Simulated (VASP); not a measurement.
# AlCr2C (P-3m1) in VASP: single point with PBE

Aim: the single point of AlCr2C with PBE.

Program: VASP 6.6.1. These are calculated values, not measurements. Logs are shortened: lines on timing, memory, paths and dates and some standing lists are left out, and cuts for length are marked.

## Step 1: The cell of the first run

The structure is trigonal, space group P-3m1 (No. 164). Conventional cell: a = 2.820 Å, b = 2.820 Å, c = 6.536 Å, α = 90.00°, β = 90.00°, γ = 120.00°. Within 3.6 Å of Al (site symmetry -3m) lie 6 Cr at 2.73 Å and 6 Al at 2.82 Å and 2 C at 3.27 Å. Cr (site symmetry 3m) has 3 C at 1.95 Å within 2.6 Å. C (site symmetry -3m) has 6 Cr at 1.95 Å within 2.6 Å.

The cell was generated, and may not be a known phase.

## Step 2: Single point, PBE, collinear spin, ferromagnetic start

The input, INCAR:

```
SYSTEM = AlCr2C
PREC = Accurate
ENCUT = 520
EDIFF = 1E-6
ISMEAR = 0
SIGMA = 0.1
LREAL = .False.
LASPH = .True.
NELM = 150
ALGO = Normal
ISIF = 2
LWAVE = .False.
LCHARG = .False.
ISPIN = 2
MAGMOM = 0 -0.47 -0.47 0
LORBIT = 11
LMAXMIX = 4
GGA = PE
NBANDS = 28
```

The input, KPOINTS:

```
regular mesh
0
Gamma
  18 18 8
  0 0 0
```

The input, POSCAR:

```
AlCr2C
1.0
    2.8200019438      0.0000000000      0.0000000000
   -1.4100009719      2.4421933220      0.0000000000
    0.0000000000      0.0000000000      6.5357727882
Al Cr C
1 2 1
Direct
    0.0000000000      0.0000000000      0.0000000000
    0.3333333333      0.6666666667      0.3347957367
    0.6666666667      0.3333333333      0.6652042633
    0.0000000000      0.0000000000      0.5000000000
```

Potentials or basis: VASP PAW PBE potentials, release 64 (Al, Cr_pv, C).

On the command line:

```console
$ cat potpaw_PBE.64/Al/POTCAR potpaw_PBE.64/Cr_pv/POTCAR potpaw_PBE.64/C/POTCAR > POTCAR
$ mpirun -np 1 vasp_std > vasp.out
```

OUTCAR:

```text
SYSTEM = AlCr2C
   PREC = Accurate
   ENCUT = 520
   EDIFF = 1E-6
   ISMEAR = 0
   LREAL = .False.
   LASPH = .True.
   NELM = 150
   ISIF = 2
   ISPIN = 2
   LORBIT = 11
   GGA = PE

 ion  position               nearest neighbor table
   1  0.000  0.000  0.000-   2 2.73   3 2.73   2 2.73   3 2.73   3 2.73   2 2.73
   2  0.333  0.667  0.335-   4 1.95   4 1.95   4 1.95   3 2.70   3 2.70   3 2.70   1 2.73   1 2.73
                             1 2.73
   3  0.667  0.333  0.665-   4 1.95   4 1.95   4 1.95   2 2.70   2 2.70   2 2.70   1 2.73   1 2.73
                             1 2.73
   4  0.000  0.000  0.500-   2 1.95   3 1.95   2 1.95   3 1.95   3 1.95   2 1.95

  LATTYP: Found a hexagonal cell.
 ALAT       =     2.8200019438
 C/A-ratio  =     2.3176483274

  Lattice vectors:

 A1 = (   2.8200019438,   0.0000000000,   0.0000000000)
 A2 = (  -1.4100009719,   2.4421933220,   0.0000000000)
 A3 = (   0.0000000000,   0.0000000000,   6.5357727882)

Analysis of symmetry for initial positions (statically):
=====================================================================
 Subroutine PRICEL returns:
 Original cell was already a primitive cell.

 Routine SETGRP: Setting up the symmetry group for a
 hexagonal supercell.

 Subroutine GETGRP returns: Found 12 space group operations
 (whereof 12 operations were pure point group operations)
 out of a pool of 24 trial point group operations.

The static configuration has the point symmetry D_3d.

Analysis of symmetry for dynamics (positions and initial velocities):
=====================================================================
 Subroutine PRICEL returns:
 Original cell was already a primitive cell.

 Routine SETGRP: Setting up the symmetry group for a
 hexagonal supercell.

 Subroutine GETGRP returns: Found 12 space group operations
 (whereof 12 operations were pure point group operations)
 out of a pool of 24 trial point group operations.

The dynamic configuration has the point symmetry D_3d.

Analysis of structural, dynamic, and magnetic symmetry:
=====================================================================
 Subroutine PRICEL returns:
 Original cell was already a primitive cell.

 Routine SETGRP: Setting up the symmetry group for a
 hexagonal supercell.

 Subroutine GETGRP returns: Found 12 space group operations
 (whereof 12 operations were pure point group operations)
 out of a pool of 24 trial point group operations.

The overall configuration has the point symmetry D_3d.

 Subroutine INISYM returns: Found 12 space group operations
 (whereof 12 operations are pure point group operations),
 and found     1 'primitive' translations

----------------------------------------------------------------------------------------

                                     Primitive cell

  volume of cell :      45.0118

  direct lattice vectors                    reciprocal lattice vectors
     2.820001944  0.000000000  0.000000000     0.354609685  0.204733997  0.000000000
    -1.410000972  2.442193322  0.000000000     0.000000000  0.409467994  0.000000000
     0.000000000  0.000000000  6.535772788     0.000000000  0.000000000  0.153004095

  length of vectors
     2.820001944  2.820001944  6.535772788     0.409467994  0.409467994  0.153004095

  position of ions in fractional coordinates (direct lattice)
     0.000000000  0.000000000  0.000000000
     0.333333333  0.666666667  0.334795737
     0.666666667  0.333333333  0.665204263
     0.000000000  0.000000000  0.500000000

  ion indices of the primitive-cell ions
   primitive index   ion index
                 1           1
                 2           2
                 3           3
                 4           4

----------------------------------------------------------------------------------------

 KPOINTS: regular mesh

Automatic generation of k-mesh.
 Grid dimensions read from file:
 generate k-points for:   18   18    8

 Generating k-lattice:

  Cartesian coordinates                     Fractional coordinates (reciprocal lattice)
     0.019700538  0.011374111  0.000000000     0.055555556 -0.000000000  0.000000000
     0.000000000  0.022748222  0.000000000     0.000000000  0.055555556  0.000000000
     0.000000000  0.000000000  0.019125512     0.000000000  0.000000000  0.125000000

  Length of vectors
     0.022748222  0.022748222  0.019125512

  Shift w.r.t. Gamma in fractional coordinates (k-lattice)
     0.000000000  0.000000000  0.000000000

 Subroutine IBZKPT returns following result:
 ===========================================

 Found    266 irreducible k-points:

 Following reciprocal coordinates:
            Coordinates               Weight
  0.000000  0.000000  0.000000      1.000000
  0.055556  0.000000  0.000000      6.000000
  0.111111  0.000000  0.000000      6.000000
  0.166667  0.000000  0.000000      6.000000
  0.222222  0.000000  0.000000      6.000000
  0.277778  0.000000  0.000000      6.000000
[... 16 lines left out ...]
  0.333333  0.111111  0.000000     12.000000
  0.388889  0.111111  0.000000     12.000000
 [... further k-points ...]
   k-points           NKPTS =    266   k-points in BZ     NKDIM =    266   number of bands    NBANDS=     28
   number of dos      NEDOS =    301   number of ions     NIONS =      4
   total plane-waves  NPLWV =  28800
   dimension x,y,z NGX =    24 NGY =   24 NGZ =   50
   dimension x,y,z NGXF=    48 NGYF=   48 NGZF=  100
   ions per type =               1   2   1
   NGX,Y,Z   is equivalent  to a cutoff of  14.15, 14.15, 12.72 a.u.
   NGXF,Y,Z  is equivalent  to a cutoff of  28.30, 28.30, 25.44 a.u.
 SYSTEM =  AlCr2C
   PREC   = accura    normal or accurate (medium, high low for compatibility)
   ISTART =      0    job   : 0-new  1-cont  2-samecut
   ICHARG =      2    charge: 1-file 2-atom 10-const
   ISPIN  =      2    spin polarized calculation?
   LNONCOLLINEAR =      F non collinear calculations
   LSORBIT =      F    spin-orbit coupling
   LASPH  =      T    aspherical Exc in radial PAW
   ENCUT  =  520.0 eV  38.22 Ry    6.18 a.u.   5.24  5.24 12.15*2*pi/ulx,y,z
   NELM   =    150;   NELMIN=  2; NELMDL= -5     # of ELM steps
   EDIFF  = 0.1E-05   stopping-criterion for ELM
   LREAL  =      F    real-space projection
   EDIFFG = 0.1E-04   stopping-criterion for IOM
   NSW    =      0    number of steps for IOM
   IBRION =     -1    ionic relax: 0-MD 1-quasi-New 2-CG
   NFREE  =      0    steps in history (QN), initial steepest desc. (CG)
   ISIF   =      2    stress and relaxation
   ISYM   =      2    0-nonsym 1-usesym 2-fastsym
   POTIM  = 0.5000    time-step for ionic-motion
   TEBEG  =    0.0;   TEEND  =   0.0 temperature during run
   PSTRESS=    0.0 pullay stress
   NELECT =      31.0000    total number of electrons
   NUPDOWN=      -1.0000    fix difference up-down
   EMIN   =  10.00;   EMAX   =-10.00  energy-range for DOS
   EFERMI =   0.00;   METHOD = LEGACY
   ISMEAR =     0;   SIGMA  =   0.10  broadening in eV -4-tet -1-fermi 0-gaus
   EFERMI_NEDOS =   21; number of points for ismear=-14 and -15
   IALGO  =     38    algorithm
   IMIX   =      4    mixing-type and parameters
     AMIX     =   0.40;   BMIX     =  1.00
     AMIX_MAG =   1.60;   BMIX_MAG =  1.00
  volume/ion in A,a.u.               =      11.25        75.94
  Fermi-wavevector in a.u.,A,eV,Ry     =   1.445728  2.732030 28.437938  2.090130
  Thomas-Fermi vector in A             =   2.563877
   LORBIT       =     11    0 simple, 1 ext, 2 COOP (PROOUT), +10 PAW based schemes
   GGA     = PE    functional components
   LHFCALC =     F    Hartree Fock is set to
   AEXX    =    0.0000 exact exchange contribution
   IVDW    =     0    specifies the selected vdW correction
   LEPSILON=     F    determine dielectric tensor
   LRPA    =     F    only Hartree local field effects (RPA)
 spin polarized calculation
 Gauss-broadening in eV      SIGMA  =   0.10
  energy-cutoff  :      520.00
  volume of cell :       45.01
 maximum number of plane-waves:      1238
 NGX is ok and might be reduce to    24
   NGX = 11   NGY = 11   NGZ = 25

 number of electron      30.9999981 magnetization      -1.1571570

 Free energy of the ion-electron system (eV)
  ---------------------------------------------------
  ext. energy  EPLUGINS =         0.00000000
  ---------------------------------------------------
  free energy    TOTEN  =       -32.48255986 eV

  energy without entropy =      -32.46609555  energy(sigma->0) =      -32.47432771

 E-fermi :   9.6095     XC(G=0): -12.3760

 val. band max:        9.6067636087   @ k =   0.3333   0.0556   0.1250
 cond. band min:       9.6102786254   @ k =   0.3889   0.1111   0.2500
 fundamental gap:      0.0035150167
 Fermi energy:         9.6094647657

 spin component 1

 k-point     1 :       0.0000    0.0000    0.0000
  band No.  band energies     occupation
      1     -33.3001      1.00000
      2     -33.1998      1.00000
      3     -33.1998      1.00000
      4     -33.1621      1.00000
      5     -33.1621      1.00000
      6     -33.0018      1.00000
[... 709 lines left out ...]
     26      17.2999      0.00000
     27      17.3024      0.00000

 [... further k-points ...]

 spin component 2

 k-point     1 :       0.0000    0.0000    0.0000
  band No.  band energies     occupation
      1     -33.9108      1.00000
      2     -33.7294      1.00000
      3     -33.7294      1.00000
      4     -33.6923      1.00000
      5     -33.6923      1.00000
      6     -33.6216      1.00000
[... 709 lines left out ...]
     26      16.5343      0.00000
     27      16.5387      0.00000

 [... further k-points ...]

 [bands above 27 left out]

------------------------ aborting loop because EDIFF is reached ----------------------------------------

  FORCE on cell =-STRESS in cart. coord.  units (eV):
  Direction    XX          YY          ZZ          XY          YZ          ZX
  --------------------------------------------------------------------------------------
  -------------------------------------------------------------------------------------
  Total        0.0844417      0.0844417      0.0160727      0.0000000      0.0000000      0.0000000
  in kB        3.0056706      3.0056706      0.5721023      0.0000000      0.0000000      0.0000000
  external PRESSURE =       2.1944811 kB  Pullay stress =       0.0000000 kB

 VOLUME and BASIS-vectors are now :
 -----------------------------------------------------------------------------
  energy-cutoff  :      520.00
  volume of cell :       45.01
      direct lattice vectors                 reciprocal lattice vectors
     2.820001944  0.000000000  0.000000000     0.354609685  0.204733997  0.000000000
    -1.410000972  2.442193322  0.000000000     0.000000000  0.409467994  0.000000000
     0.000000000  0.000000000  6.535772788     0.000000000  0.000000000  0.153004095

 POSITION                                       TOTAL-FORCE (eV/Angst)
 -----------------------------------------------------------------------------------
      0.00000      0.00000      0.00000        -0.000000      0.000000      0.000000
     -0.00000      1.62813      2.18815         0.000000      0.000000     -0.050758
      1.41000      0.81406      4.34762        -0.000000      0.000000      0.050758
      0.00000      0.00000      3.26789        -0.000000      0.000000      0.000000
 -----------------------------------------------------------------------------------
    total drift:                                0.000000     -0.000000      0.000000

  FREE ENERGIE OF THE ION-ELECTRON SYSTEM (eV)
  ---------------------------------------------------
  free  energy   TOTEN  =       -32.4825598643 eV

  energy  without entropy=      -32.4660955481  energy(sigma->0) =      -32.47432771

 total charge

# of ion       s       p       d       tot
------------------------------------------
    1        0.406   0.385   0.000   0.790
    2        0.345   6.411   4.360  11.116
    3        0.345   6.411   4.360  11.116
    4        0.906   1.586   0.000   2.492
--------------------------------------------------
tot          2.001  14.792   8.720  25.514

 magnetization (x)

# of ion       s       p       d       tot
------------------------------------------
    1        0.004   0.001   0.000   0.005
    2       -0.006  -0.009  -0.538  -0.553
    3       -0.006  -0.009  -0.538  -0.553
    4        0.005   0.037   0.000   0.042
--------------------------------------------------
tot         -0.003   0.020  -1.076  -1.059
```

Wall time 18 min (1 thread of Oxide Virtual Turin-like, shared host); peak memory 0.54 GiB.

Results:

| Quantity | Value |
| --- | --- |
| Free energy | -32.4826 eV |
| Pressure | 0.2 GPa |
| Largest force | 0.051 eV/Å |
| Net moment | -1.16 μB per cell |
| Site moments | Al +0.01; Cr -0.55; C +0.04 μB |
| Valence electrons inside the program's atomic spheres | Al 0.79; Cr 11.12; C 2.49 |

Forces on the atoms (eV/Å):
```
Al   0.000  0.000  0.000
Cr   0.000  0.000 -0.051
Cr   0.000  0.000  0.051
C    0.000  0.000  0.000
```

Stress tensor (GPa, compression positive):
```
0.30 0.00 0.00
0.00 0.30 0.00
0.00 0.00 0.06
```
